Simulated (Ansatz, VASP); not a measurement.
Cs3Li4Cd: VASP beside Ansatz

The input INCAR:

```
SYSTEM = Cs3Li4Cd
ALGO = Normal
EDIFF = 1E-6
EDIFFG = -0.04
ENCUT = 600
GGA = PE
IBRION = 2
ISIF = 3
ISMEAR = 0
LASPH = .TRUE.
LCHARG = .FALSE.
LREAL = .FALSE.
LWAVE = .FALSE.
NELM = 100
NSW = 90
PREC = Accurate
SIGMA = 0.1
```

File KPOINTS:

```
k-points
0
G
  4 4 4
  0 0 0
```

Contents of POSCAR:

```
Cs3Li4Cd
1.0
    6.1738309200      0.0000000000      0.0000000000
    0.0000000000      6.1738309200      0.0000000000
    0.0000000000      0.0000000000      6.1738309200
Cs Li Cd
3 4 1
Direct
    0.0000000000      0.0000000000      0.5000000000
    0.0000000000      0.5000000000      0.0000000000
    0.5000000000      0.0000000000      0.0000000000
    0.0000000000      0.0000000000      0.0000000000
    0.5000000000      0.5000000000      0.0000000000
    0.5000000000      0.0000000000      0.5000000000
    0.0000000000      0.5000000000      0.5000000000
    0.5000000000      0.5000000000      0.5000000000
```

Input for Ansatz:

```yaml
crystal:
  lattice:
    - [6.17383092, 0.0, 0.0]
    - [0.0, 6.17383092, 0.0]
    - [0.0, 0.0, 6.17383092]
  atoms:
    - { symbol: Cs, position: [0.0, 0.0, 0.5] }
    - { symbol: Cs, position: [0.0, 0.5, 0.0] }
    - { symbol: Cs, position: [0.5, 0.0, 0.0] }
    - { symbol: Li, position: [0.0, 0.0, 0.0] }
    - { symbol: Li, position: [0.5, 0.5, 0.0] }
    - { symbol: Li, position: [0.5, 0.0, 0.5] }
    - { symbol: Li, position: [0.0, 0.5, 0.5] }
    - { symbol: Cd, position: [0.5, 0.5, 0.5] }
basis:
  ecutwfc: 420
kpoints:
  mp_grid: { grid: [4, 4, 4] }
hamiltonian:
  xc: pbe
scf:
  occupations: { method: gaussian, width: 0.1 }
  lower_state_search: "off"
output:
  forces: true
  stress: true
  eigenvalues: true
relax:
  adjacent_minimum: "off"
  f_tol: 0.04
  max_steps: 70
  cell: { stress_tol: 0.4 }
```

Change from the starting cell: species swapped into the KNa3H4 type (Pm-3m, No. 221).

Alike in both runs: task relaxation of cell and atoms; functional PBE; k mesh 4 × 4 × 4; occupations gaussian, width 0.1 eV; no spin polarisation.

```csv
,VASP,Ansatz
version,VASP 6.6.1,Ansatz 0.2.0
potentials or method,"VASP PAW PBE potentials, release 64 (Cs_sv, Li_sv, Cd), cutoff 600 eV","scalar-relativistic, plane waves, PAW"
valence electrons in the cell,51,59
```

VASP gave:

| Quantity | Value |
| --- | --- |
| gap on the k mesh at the Fermi level, each at its own relaxed structure (eV) | none |
| relaxed volume (Å³/atom) | 47.84 |
| relaxed cell length with the largest relative difference (Å) | 7.260 |

Q: What did Ansatz give for the same quantities?

A: gap on the k mesh at the Fermi level, each at its own relaxed structure (eV): none; relaxed volume (Å³/atom): 54.71; relaxed cell length with the largest relative difference (Å): 7.592.

A gap of «none» marks a metal or a gap that the smearing closes. One of these differences is far larger than is usual between the two programs; its cause wasn't traced. VASP's potentials hold 51 valence electrons a cell and Ansatz's 59, so a difference there can come from the potentials and not from the codes.

Spin-orbit coupling is off throughout. Noted on VASP's run: the cutoff is short for stress, so the pressure is rough; the volume moved by over 15 % at a fixed basis, so the end points are rough.
